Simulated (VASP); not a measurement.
Runs of VASP 6.6.1 on Pd. The structure is that of space group Fm-3m (No. 225), or close to it. The cells are those of the table. 

```csv
task,cell,k mesh,cutoff (eV),smearing,gap on the mesh (eV),pressure (GPa),relaxed volume (Å³/atom)
relaxation of cell and atoms,"relaxed from a = 2.715 Å, angles 60.0°, 1 atom",18 × 18 × 18,600,fermi-dirac 0.15 eV,none,0.0,14.21
single point,"a = 2.719 Å, angles 60.0°, 1 atom",8 × 8 × 8,520,gaussian 0.1 eV,none,(a),-
relaxation of cell and atoms,"relaxed from a = 2.719 Å, angles 60.0°, 1 atom",16 × 16 × 16,600,gaussian 0.1 eV,none,0.0,14.17
single point,"a = 2.715 Å, angles 60.0°, 1 atom",16 × 16 × 16,520,gaussian 0.1 eV,none,0.3,-
```

Alike in all rows: level LDA; potentials or basis VASP PAW LDA potentials, release 64 (Pd); no spin polarisation.

Problem. Estimate the missing entries.

Solution. (a) 0.2.

A k mesh can miss the band edges, and the runs leave out spin-orbit coupling on Pd.

A gap of «none» marks levels without a gap at the run's occupations.
